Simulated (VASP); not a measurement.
Runs of VASP 6.6.1 on Cu. The structure is that of space group Im-3m (No. 229), or close to it. The cells are those of the table. 

```tsv
task	cell	cutoff (eV)	gap on the mesh (eV)	pressure (GPa)
single point	a = 2.453 Å, angles 70.5, 109.5, 70.5°, 1 atom	520	none	(a)
relaxation of cell and atoms	relaxed from a = 2.485 Å, angles 70.5, 109.5, 70.5°, 1 atom	600	none	0.0
relaxation of cell and atoms	relaxed to 20 GPa from a = 2.485 Å, angles 70.5, 109.5, 70.5°, 1 atom	600	none	19.9
single point	a = 2.376 Å, angles 70.5, 109.5, 70.5°, 1 atom	520	none	20.8
single point	a = 2.348 Å, angles 70.5, 109.5, 70.5°, 1 atom	520	none	30.8
```

Alike in all rows: level PBEsol; potentials or basis VASP PAW PBE potentials, release 64 (Cu); no spin polarisation; k mesh 21 × 21 × 21; smearing fermi-dirac 0.05 eV.

Question: Estimate the missing entries.

Answer: (a) 0.7.

Caveats: the PAW data sets were made with another functional, which shifts forces and pressure a little; the cell is relaxed towards a set pressure, so the enthalpy falls and the energy may rise (some runs).

A gap of «none» marks levels without a gap at the run's occupations.
